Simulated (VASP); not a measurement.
Input of a VASP 6.6.1 run:

The input INCAR:

```
SYSTEM = LiF
PREC = Accurate ; ENCUT = 520
EDIFF = 1E-6 ; ISMEAR = 0
SIGMA = 0.02 ; LREAL = .FALSE.
LASPH = .TRUE. ; NELM = 100
ALGO = Normal ; ISIF = 2
LWAVE = .FALSE. ; LCHARG = .FALSE.
GGA = PE ; NBANDS = 30
```

The input KPOINTS:

```
Automatic mesh
0
G
  6 6 6
  0 0 0
```

The input POSCAR:

```
LiF
1.0
   -3.0911589450      3.0911589450      2.4338342809
    3.0911589450     -3.0911589450      2.4338342809
    3.0911589450      3.0911589450     -2.4338342809
Li F
4 4
Direct
    0.4521344759      0.6596567534      0.5000000000
    0.1596567534      0.9521344759      0.5000000000
    0.9521344759      0.4521344759      0.7924777225
    0.6596567534      0.1596567534      0.2075222775
    0.3470863426      0.8470863426      0.8059639144
    0.0411224281      0.5411224281      0.1940360856
    0.8470863426      0.0411224281      0.5000000000
    0.5411224281      0.3470863426      0.5000000000
```

Potentials or basis: VASP PAW PBE potentials, release 64 (Li_sv, F).

Launch:

```sh
$ cat potpaw_PBE.64/Li_sv/POTCAR potpaw_PBE.64/F/POTCAR > POTCAR
$ mpirun -np 1 vasp_std > vasp.out
```

Q: Estimate the largest force.

A: 0.005 eV/Å.

Q: Predict the band gap on the k mesh.

A: 7.06 eV, direct.

Forces in eV/Å, atoms in the order of the input:
```
Li   0.002 -0.002  0.000
Li  -0.002  0.002  0.000
Li  -0.002 -0.002  0.000
Li   0.002  0.002  0.000
F   -0.004 -0.004  0.000
F    0.004  0.004  0.000
F    0.004 -0.004  0.000
F   -0.004  0.004  0.000
```

 Expect the measured gap to be larger: semilocal functionals such as PBE lack the derivative discontinuity.
